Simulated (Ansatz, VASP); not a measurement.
# SnO in VASP and in Ansatz

```
CELL_PARAMETERS angstrom
3.83656 0.00000 0.00000
0.00000 3.83656 0.00000
0.00000 0.00000 4.75945
ATOMIC_POSITIONS crystal
Sn 0.50000 0.00000 0.24347
Sn 0.00000 0.50000 0.75653
O 0.00000 0.00000 0.00000
O 0.50000 0.50000 0.00000
```

Alike in both runs: task single point; functional r2SCAN; k mesh 12 × 12 × 10; occupations gaussian, width 0.1 eV; no spin polarisation.

|  | VASP | Ansatz |
| --- | --- | --- |
| version | VASP 6.6.1 | Ansatz 0.2.0 |
| potentials or method | VASP PAW PBE potentials, release 64 (Sn_d, O), cutoff 520 eV | scalar-relativistic, plane waves, PAW |
| valence electrons in the cell | 40 | 40 |

```csv
,VASP,Ansatz,Ansatz less VASP
gap on the k mesh at the Fermi level (eV),0.11,0.10,-0.009
least direct gap on the mesh (eV),2.19,2.20,+0.013
```

VASP's potentials were made for PBE, not for r2SCAN. With one functional, cell and mesh, what is left measures potentials, basis and numerics.
